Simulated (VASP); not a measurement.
# AsH3 in VASP: settings compared

The runs below take AsH3 through single point, with PBE+D3(BJ), PBE, RPBE, LDA.

Everything below comes from runs of VASP 6.6.1. Logs are shortened: lines on timing, memory, paths and dates and some standing lists are left out, and cuts for length are marked.

### 1 The cell of the first run

The cell holds a molecule in a box, 4 atoms: a = 12.557 Å, b = 13.057 Å, c = 13.557 Å, α = 90.00°, β = 90.00°, γ = 90.00°.

### 2 Single point, PBE+D3(BJ)

Input file INCAR:

```
  PREC = Accurate
  ENCUT = 400
  EDIFF = 1E-6
  ISMEAR = 0
  SIGMA = 0.005
  LREAL = F
  LASPH = T
  NELM = 120
  ALGO = Normal
  ISIF = 2
  LWAVE = F
  LCHARG = F
  GGA = PE
  IVDW = 12
  NBANDS = 12
  GGA_COMPAT = F
  NELMDL = -8
```

Input file KPOINTS:

```
regular mesh
0
Gamma
  1 1 1
```

Input file POSCAR:

```
AsH3
1.0
   12.5572003111      0.0000000000      0.0000000000
    0.0000000000     13.0572003111      0.0000000000
    0.0000000000      0.0000000000     13.5572003111
As H
1 3
Direct
    0.5262628398      0.5096004749      0.4578352900
    0.5290580731      0.4128441127      0.5217632250
    0.5511202518      0.5766398968      0.5477205958
    0.4063776953      0.5214261956      0.4756737892
```

Potentials or basis: VASP PAW PBE potentials, release 64 (As, H).

Launch:

```
$ cat potpaw_PBE.64/As/POTCAR potpaw_PBE.64/H/POTCAR > POTCAR
$ mpirun -np 1 vasp_gam > vasp.out
```

OUTCAR:

```text
PREC = Accurate
   ENCUT = 400
   EDIFF = 1E-6
   ISMEAR = 0
   LREAL = F
   LASPH = T
   NELM = 120
   ISIF = 2
   GGA = PE
   IVDW = 12
   NELMDL = -8
 IVDW          = 12

 ion  position               nearest neighbor table
   1  0.526  0.510  0.458-   2 1.53   4 1.53   3 1.53
   2  0.529  0.413  0.522-   1 1.53
   3  0.551  0.577  0.548-   1 1.53
   4  0.406  0.521  0.476-   1 1.53

  LATTYP: Found a simple orthorhombic cell.
 ALAT       =    12.5572003111
 B/A-ratio  =     1.0398177928
 C/A-ratio  =     1.0796355856

  Lattice vectors:

 A1 = (  12.5572003111,   0.0000000000,   0.0000000000)
 A2 = (   0.0000000000,  13.0572003111,   0.0000000000)
 A3 = (   0.0000000000,   0.0000000000,  13.5572003111)

Analysis of symmetry for initial positions (statically):
=====================================================================
 Subroutine PRICEL returns:
 Original cell was already a primitive cell.

 Routine SETGRP: Setting up the symmetry group for a
 simple orthorhombic supercell.

 Subroutine GETGRP returns: Found  1 space group operations
 (whereof  1 operations were pure point group operations)
 out of a pool of  8 trial point group operations.

The static configuration has the point symmetry C_1 .

Analysis of symmetry for dynamics (positions and initial velocities):
=====================================================================
 Subroutine PRICEL returns:
 Original cell was already a primitive cell.

 Routine SETGRP: Setting up the symmetry group for a
 simple orthorhombic supercell.

 Subroutine GETGRP returns: Found  1 space group operations
 (whereof  1 operations were pure point group operations)
 out of a pool of  8 trial point group operations.

The dynamic configuration has the point symmetry C_1 .

 Subroutine INISYM returns: Found  1 space group operations
 (whereof  1 operations are pure point group operations),
 and found     1 'primitive' translations

----------------------------------------------------------------------------------------

                                     Primitive cell

  volume of cell :    2222.8640

  direct lattice vectors                    reciprocal lattice vectors
    12.557200311  0.000000000  0.000000000     0.079635586  0.000000000  0.000000000
     0.000000000 13.057200311  0.000000000     0.000000000  0.076586096  0.000000000
     0.000000000  0.000000000 13.557200311     0.000000000  0.000000000  0.073761542

  length of vectors
    12.557200311 13.057200311 13.557200311     0.079635586  0.076586096  0.073761542

  position of ions in fractional coordinates (direct lattice)
     0.526262840  0.509600475  0.457835290
     0.529058073  0.412844113  0.521763225
     0.551120252  0.576639897  0.547720596
     0.406377695  0.521426196  0.475673789

  ion indices of the primitive-cell ions
   primitive index   ion index
                 1           1
                 2           2
                 3           3
                 4           4

----------------------------------------------------------------------------------------

 KPOINTS: regular mesh

Automatic generation of k-mesh.
 Grid dimensions read from file:
 generate k-points for:    1    1    1

 Generating k-lattice:

  Cartesian coordinates                     Fractional coordinates (reciprocal lattice)
     0.079635586  0.000000000  0.000000000     1.000000000  0.000000000  0.000000000
     0.000000000  0.076586096  0.000000000     0.000000000  1.000000000  0.000000000
     0.000000000  0.000000000  0.073761542     0.000000000  0.000000000  1.000000000

  Length of vectors
     0.079635586  0.076586096  0.073761542

  Shift w.r.t. Gamma in fractional coordinates (k-lattice)
     0.000000000  0.000000000  0.000000000

 Subroutine IBZKPT returns following result:
 ===========================================

 Found      1 irreducible k-points:

 Following reciprocal coordinates:
            Coordinates               Weight
  0.000000  0.000000  0.000000      1.000000
   k-points           NKPTS =      1   k-points in BZ     NKDIM =      1   number of bands    NBANDS=     12
   number of dos      NEDOS =    301   number of ions     NIONS =      4
   total plane-waves  NPLWV = 680400
   dimension x,y,z NGX =    84 NGY =   90 NGZ =   90
   dimension x,y,z NGXF=   168 NGYF=  180 NGZF=  180
   ions per type =               1   3
   NGX,Y,Z   is equivalent  to a cutoff of  11.12, 11.46, 11.04 a.u.
   NGXF,Y,Z  is equivalent  to a cutoff of  22.24, 22.92, 22.07 a.u.
 SYSTEM =  unknown system
   PREC   = accura    normal or accurate (medium, high low for compatibility)
   ISTART =      0    job   : 0-new  1-cont  2-samecut
   ICHARG =      2    charge: 1-file 2-atom 10-const
   ISPIN  =      1    spin polarized calculation?
   LNONCOLLINEAR =      F non collinear calculations
   LSORBIT =      F    spin-orbit coupling
   LASPH  =      T    aspherical Exc in radial PAW
   ENCUT  =  400.0 eV  29.40 Ry    5.42 a.u.  20.48 21.29 22.11*2*pi/ulx,y,z
   NELM   =    120;   NELMIN=  2; NELMDL= -8     # of ELM steps
   EDIFF  = 0.1E-05   stopping-criterion for ELM
   LREAL  =      F    real-space projection
   EDIFFG = 0.1E-04   stopping-criterion for IOM
   NSW    =      0    number of steps for IOM
   IBRION =     -1    ionic relax: 0-MD 1-quasi-New 2-CG
   NFREE  =      0    steps in history (QN), initial steepest desc. (CG)
   ISIF   =      2    stress and relaxation
   ISYM   =      2    0-nonsym 1-usesym 2-fastsym
   POTIM  = 0.5000    time-step for ionic-motion
   TEBEG  =    0.0;   TEEND  =   0.0 temperature during run
   PSTRESS=    0.0 pullay stress
   NELECT =       8.0000    total number of electrons
   NUPDOWN=      -1.0000    fix difference up-down
   EMIN   =  10.00;   EMAX   =-10.00  energy-range for DOS
   EFERMI =   0.00;   METHOD = LEGACY
   ISMEAR =     0;   SIGMA  =   0.01  broadening in eV -4-tet -1-fermi 0-gaus
   EFERMI_NEDOS =   21; number of points for ismear=-14 and -15
   IALGO  =     38    algorithm
   IMIX   =      4    mixing-type and parameters
     AMIX     =   0.40;   BMIX     =  1.00
     AMIX_MAG =   1.60;   BMIX_MAG =  1.00
  volume/ion in A,a.u.               =     555.72      3750.16
  Fermi-wavevector in a.u.,A,eV,Ry     =   0.250881  0.474096  0.856366  0.062941
  Thomas-Fermi vector in A             =   1.068040
   LORBIT       =      0    0 simple, 1 ext, 2 COOP (PROOUT), +10 PAW based schemes
   GGA     = PE    functional components
   LHFCALC =     F    Hartree Fock is set to
   AEXX    =    0.0000 exact exchange contribution
   IVDW    =    12    specifies the selected vdW correction
   LEPSILON=     F    determine dielectric tensor
   LRPA    =     F    only Hartree local field effects (RPA)
 non-spin polarized calculation
 Gauss-broadening in eV      SIGMA  =   0.01
  energy-cutoff  :      400.00
  volume of cell :     2222.86
 maximum number of plane-waves:     20182
 NGX is ok and might be reduce to    84
   NGX = 41   NGY = 43   NGZ = 45

 number of electron       8.0000002 magnetization

 Free energy of the ion-electron system (eV)
  ---------------------------------------------------
  ext. energy  EPLUGINS =         0.00000000
  ---------------------------------------------------
  free energy    TOTEN  =       -14.38868388 eV

  energy without entropy =      -14.38868388  energy(sigma->0) =      -14.38868388

 E-fermi :  -6.6843     XC(G=0):  -0.4545

 val. band max:       -6.7410785365   @ k =   0.0000   0.0000   0.0000
 cond. band min:      -0.7853517856   @ k =   0.0000   0.0000   0.0000
 fundamental gap:      5.9557267509
 Fermi energy:        -6.6843067848

 k-point     1 :       0.0000    0.0000    0.0000
  band No.  band energies     occupation
      1     -15.9778      2.00000
      2      -8.7510      2.00000
      3      -8.7493      2.00000
      4      -6.7411      2.00000
      5      -0.7854      0.00000
      6      -0.3710      0.00000
      7      -0.3578      0.00000
      8       0.3386      0.00000
      9       0.5824      0.00000
     10       0.5992      0.00000
     11       0.6712      0.00000
     12       0.7397      0.00000

------------------------ aborting loop because EDIFF is reached ----------------------------------------

 Edisp (eV)   -0.03927

 E8    (eV) :    -0.0126

  FORCE on cell =-STRESS in cart. coord.  units (eV):
  Direction    XX          YY          ZZ          XY          YZ          ZX
  --------------------------------------------------------------------------------------
  -------------------------------------------------------------------------------------
  Total      -0.01674    -0.01527    -0.01607    -0.00192    -0.00032    -0.00072
  in kB      -0.01207    -0.01100    -0.01158    -0.00138    -0.00023    -0.00052
  external pressure =       -0.01 kB  Pullay stress =        0.00 kB

 VOLUME and BASIS-vectors are now :
 -----------------------------------------------------------------------------
  energy-cutoff  :      400.00
  volume of cell :     2222.86
      direct lattice vectors                 reciprocal lattice vectors
    12.557200311  0.000000000  0.000000000     0.079635586  0.000000000  0.000000000
     0.000000000 13.057200311  0.000000000     0.000000000  0.076586096  0.000000000
     0.000000000  0.000000000 13.557200311     0.000000000  0.000000000  0.073761542

 POSITION                                       TOTAL-FORCE (eV/Angst)
 -----------------------------------------------------------------------------------
      6.60839      6.65396      6.20696         0.075627      0.014805     -0.152032
      6.64349      5.39059      7.07365         0.001990     -0.080816      0.056410
      6.92053      7.52930      7.42556         0.017628      0.055170      0.078345
      5.10297      6.80837      6.44880        -0.095244      0.010841      0.017277
 -----------------------------------------------------------------------------------
    total drift:                                0.000051      0.000436     -0.000197

  FREE ENERGIE OF THE ION-ELECTRON SYSTEM (eV)
  ---------------------------------------------------
  free  energy   TOTEN  =       -14.4279556033 eV

  energy  without entropy=      -14.4279556033  energy(sigma->0) =      -14.42795560
```

Wall time 99 s (1 thread of AMD EPYC 9R45 (Zen 5), shared host); peak memory 1.1 GiB.

Results:

```yaml
Free_energy: -14.4280 eV
Largest_force: 0.170 eV/Å
Gap_between_the_frontier_levels: 5.96 eV
Dispersion_energy_per_atom: -0.010 eV
```

Forces in eV/Å, atoms in the order of the input:
```
As   0.076  0.015 -0.152
H    0.002 -0.081  0.056
H    0.018  0.055  0.078
H   -0.095  0.011  0.017
```

### 3 Single point, PBE

Input file INCAR:

```
SYSTEM = AsH3
  ALGO = Normal
  EDIFF = 1E-6
  ENCUT = 400
  GGA = PE
  GGA_COMPAT = .False.
  ISIF = 2
  ISMEAR = 0
  LASPH = .True.
  LCHARG = .True.
  LELF = .True.
  LREAL = .False.
  LVHAR = .True.
  LWAVE = .False.
  NBANDS = 12
  NELM = 120
  NELMDL = -8
  PREC = Accurate
  SIGMA = 0.005
```

Input file KPOINTS:

```
k-points
0
Gamma
  1 1 1
  0 0 0
```

Input file POSCAR:

```
AsH3
1.0
   12.5572003111      0.0000000000      0.0000000000
    0.0000000000     13.0572003111      0.0000000000
    0.0000000000      0.0000000000     13.5572003111
As H
1 3
Direct
    0.5262628400      0.5096004700      0.4578352900
    0.5290580700      0.4128441100      0.5217632200
    0.5511202500      0.5766399000      0.5477206000
    0.4063777000      0.5214262000      0.4756737900
```

Potentials or basis: VASP PAW PBE potentials, release 64 (As, H).

Launch:

```
$ cat potpaw_PBE.64/As/POTCAR potpaw_PBE.64/H/POTCAR > POTCAR
$ mpirun -np 1 vasp_gam > vasp.out
```

Run time: 1.8 min. Hardware: 1 thread of AMD EPYC 9R45 (Zen 5), shared host; peak memory 1 GiB.

Results (log left out):

| Property | Result |
| --- | --- |
| Free energy | -14.3887 eV |
| Largest force | 0.170 eV/Å |
| Gap between the frontier levels | 5.96 eV |

Forces on the atoms (eV/Å):
```
As   0.076  0.015 -0.152
H    0.002 -0.082  0.056
H    0.018  0.056  0.079
H   -0.096  0.011  0.017
```

Levels at points of the mesh, in eV from the valence-band top:
```tsv
k point	band 1	band 2	band 3	band 4	band 5	band 6	band 7	band 8
(0.00, 0.00, 0.00)	-9.24	-2.01	-2.01	0.00	5.96	6.37	6.38	7.08
```

### 4 Single point, RPBE

Input file INCAR:

```
PREC = Accurate ; ENCUT = 400
EDIFF = 1E-6 ; ISMEAR = 0
SIGMA = 0.005 ; LREAL = False
LASPH = True ; NELM = 120
ALGO = Normal ; ISIF = 2
LWAVE = False ; LCHARG = True
GGA = RP ; LELF = True
LVHAR = True ; NBANDS = 12
GGA_COMPAT = False ; NELMDL = -8
```

Input file KPOINTS:

```
regular mesh
0
Gamma
  1 1 1
```

POSCAR is that of step 3.

Launch:

```
$ cat potpaw_PBE.64/As/POTCAR potpaw_PBE.64/H/POTCAR > POTCAR
$ mpirun -np 1 vasp_gam > vasp.out
```

It took 1.7 min on 1 thread of AMD EPYC 9R45 (Zen 5), shared host; peak memory 1 GiB.

Results (log left out):

| Quantity | Value |
| --- | --- |
| Free energy | -14.4641 eV |
| Largest force | 0.233 eV/Å |
| Gap between the frontier levels | 5.88 eV |

Forces in eV/Å, atoms in the order of the input:
```
As   0.104  0.020 -0.208
H    0.011 -0.134  0.079
H    0.038  0.095  0.116
H   -0.153  0.019  0.013
```

Levels at points of the mesh, in eV from the valence-band top:
```csv
k point,band 2,band 3,band 4,band 5,band 6,band 7
"(0.00, 0.00, 0.00)",-2.02,-2.02,0.00,5.88,6.34,6.36
```

Caveat: the PAW data sets were made with another functional, which shifts forces and pressure a little.

### 5 Single point, PBE+D3(BJ)

Input file INCAR:

```
ALGO = Normal ; EDIFF = 1E-6
ENCUT = 400 ; GGA = PE
GGA_COMPAT = F ; ISIF = 2
ISMEAR = 0 ; IVDW = 12
LASPH = T ; LCHARG = F
LREAL = F ; LWAVE = F
NBANDS = 12 ; NELM = 120
NELMDL = -8 ; PREC = Accurate
SIGMA = 0.005
```

Input file KPOINTS:

```
k-points
0
Gamma
  1 1 1
```

POSCAR is that of step 4.

Launch:

```
$ cat potpaw_PBE.64/As/POTCAR potpaw_PBE.64/H/POTCAR > POTCAR
$ mpirun -np 1 vasp_gam > vasp.out
```

Run time: 90 s. Hardware: 1 thread of AMD EPYC 9R45 (Zen 5), shared host; peak memory 1.1 GiB.

The run converged. Its results:

| Item | Value |
| --- | --- |
| Free energy | -14.4280 eV |
| Largest force | 0.170 eV/Å |
| Gap between the frontier levels | 5.96 eV |
| Dispersion energy per atom | -0.010 eV |

Forces on the atoms (eV/Å):
```
As   0.076  0.015 -0.152
H    0.002 -0.081  0.056
H    0.018  0.055  0.078
H   -0.095  0.011  0.017
```

Levels at points of the mesh, in eV from the valence-band top:
| k point | band 1 | band 2 | band 3 | band 4 | band 5 | band 6 | band 7 | band 8 | band 9 |
| --- | --- | --- | --- | --- | --- | --- | --- | --- | --- |
| (0.00, 0.00, 0.00) | -9.24 | -2.01 | -2.01 | 0.00 | 5.96 | 6.37 | 6.38 | 7.08 | 7.32 |

### 6 Single point, LDA

Input file INCAR:

```
ALGO = Normal
EDIFF = 1E-6
ENCUT = 400
GGA_COMPAT = F
ISIF = 2
ISMEAR = 0
LASPH = T
LCHARG = F
LREAL = F
LWAVE = F
NBANDS = 12
NELM = 120
NELMDL = -8
PREC = Accurate
SIGMA = 0.005
```

KPOINTS is that of step 5.

POSCAR is that of step 5.

Potentials or basis: VASP PAW LDA potentials, release 64 (As, H).

Launch:

```
$ cat potpaw_LDA.64/As/POTCAR potpaw_LDA.64/H/POTCAR > POTCAR
$ mpirun -np 1 vasp_gam > vasp.out
```

Wall time 47 s (1 thread of AMD EPYC 9R45 (Zen 5), shared host); peak memory 0.69 GiB.

Results (log left out):

| Quantity | Value |
| --- | --- |
| Free energy | -14.8766 eV |
| Largest force | 0.054 eV/Å |
| Gap between the frontier levels | 5.99 eV |

Forces on the atoms (eV/Å):
```
As   0.024  0.004 -0.048
H   -0.014  0.017  0.014
H   -0.021 -0.018  0.008
H    0.011 -0.004  0.025
```

Levels at points of the mesh, in eV from the valence-band top:
```tsv
k point	band 1	band 2	band 3	band 4	band 5	band 6	band 7	band 8
(0.00, 0.00, 0.00)	-9.30	-1.97	-1.97	0.00	5.99	6.37	6.38	7.14
```

### 7 The runs side by side

| level | potentials or basis | gap on the mesh (eV) | largest force (eV/Å) |
| --- | --- | --- | --- |
| PBE+D3(BJ) | VASP PAW PBE potentials, release 64 (As, H) | 5.96 | 0.17 |
| PBE | VASP PAW PBE potentials, release 64 (As, H) | 5.96 | 0.17 |
| RPBE | VASP PAW PBE potentials, release 64 (As, H) | 5.88 | 0.23 |
| LDA | VASP PAW LDA potentials, release 64 (As, H) | 5.99 | 0.05 |

Alike in all rows: task single point; no spin polarisation; cell as given; k mesh 1 × 1 × 1; cutoff (eV) 400; smearing gaussian 0.005 eV.

Caveats: the PAW data sets were made with another functional, which shifts forces and pressure a little (at least some runs).

Absolute energies hang on the potentials; compare differences alone.
